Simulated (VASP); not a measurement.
Set up this calculation in VASP 6.6.1, as the native input.

- Task: single point
- Functional: LDA
- Potentials or basis: VASP PAW LDA potentials, release 64 (Pb_d, Cs_sv, Cl)
- Cutoff: 520 eV
- k mesh: 5 × 5 × 5
- Occupations: fermi-dirac, width 0.05 eV
- Spin: no spin polarisation
- Dipole correction: no
- Further INCAR settings: ALGO = Normal; EDIFF = 1e-07; NBANDS = 30

The structure of CsPbCl3 lies in POSCAR:

```
CsPbCl3
1.0
    5.5143230100      0.0000000000      0.0000000000
    0.0000000000      5.5143230100      0.0000000000
    0.0000000000      0.0000000000      5.5143230100
Pb Cs Cl
1 1 3
Direct
    0.5000000000      0.5000000000      0.5000000000
    0.0000000000      0.0000000000      0.0000000000
    0.5000000000      0.0000000000      0.5000000000
    0.0000000000      0.5000000000      0.5000000000
    0.5000000000      0.5000000000      0.0000000000
```

The input as run:

INCAR

```
PREC = Accurate ; ENCUT = 520
EDIFF = 1E-7 ; ISMEAR = -1
SIGMA = 0.05 ; LREAL = False
LASPH = True ; NELM = 80
ALGO = Normal ; ISIF = 2
LWAVE = False ; LCHARG = True
LELF = True ; LVHAR = True
NBANDS = 30
```

KPOINTS

```
Automatic mesh
0
Gamma
  5 5 5
```

Potentials or basis: VASP PAW LDA potentials, release 64 (Pb_d, Cs_sv, Cl).

Launch:

```sh
$ cat potpaw_LDA.64/Pb_d/POTCAR potpaw_LDA.64/Cs_sv/POTCAR potpaw_LDA.64/Cl/POTCAR > POTCAR
$ mpirun -np 1 vasp_std > vasp.out
```

Results of the run:

* Pressure: 0.1 GPa
* Band gap on the k mesh: 2.67 eV, direct

Caveat: spin-orbit coupling is left out, which moves the levels of the heavy elements.

Wall time 22 s on 1 thread of Intel(R) Xeon(R) 6975P-C (Granite Rapids) (shared host), peak memory 0.23 GiB.
